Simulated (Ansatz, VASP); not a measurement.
Ge2Sb2Te5 in VASP and in Ansatz

```
Ge Sb Te
1.0
     3.99165    0.00000    0.00000
    -1.99582    3.45687    0.00000
     0.00000    0.00000   17.96139
Ge Sb Te
2 2 5
Direct
  0.00000 0.00000 0.33811
  0.00000 0.00000 0.66189
  0.33333 0.66667 0.11669
  0.66667 0.33333 0.88331
  0.00000 0.00000 0.00000
  0.33333 0.66667 0.78106
  0.66667 0.33333 0.21894
  0.33333 0.66667 0.42068
  0.66667 0.33333 0.57932
```

Change from the starting cell: strain -0.050 along x and y, +0.050 along z, atoms carried along.

Alike in both runs: task single point; functional PBEsol; k mesh 12 × 12 × 4; occupations gaussian, width 0.15 eV; no spin polarisation.

|  | VASP | Ansatz |
| --- | --- | --- |
| version | VASP 6.6.1 | Ansatz 0.2.0 |
| potentials or method | VASP PAW PBE potentials, release 64 (Ge_d, Sb, Te), cutoff 520 eV | scalar-relativistic, plane waves, PAW |
| valence electrons in the cell | 68 | 138 |

|  | VASP | Ansatz | Ansatz less VASP |
| --- | --- | --- | --- |
| gap on the k mesh at the Fermi level (eV) | none | none | - |
| pressure (GPa) | 3.2 | 3.1 | -0.13 |
| traceless stress, the component that is largest in VASP (GPa) | -2.03 | -2.07 | -0.036 |
| rms of the force components (eV/Å) | 0.127 | 0.109 | -0.0180 |

VASP's potentials were made for PBE, not for PBEsol. Atom by atom the forces differ by 0.018 eV/Å (rms over components). A gap of «none» marks a metal or a gap that the smearing closes. The functional is the same, so the differences come from potentials, cutoffs and numerics. VASP's potentials hold 68 valence electrons a cell and Ansatz's 138, so a difference there can come from the potentials and not from the codes.

Spin-orbit coupling is off throughout.
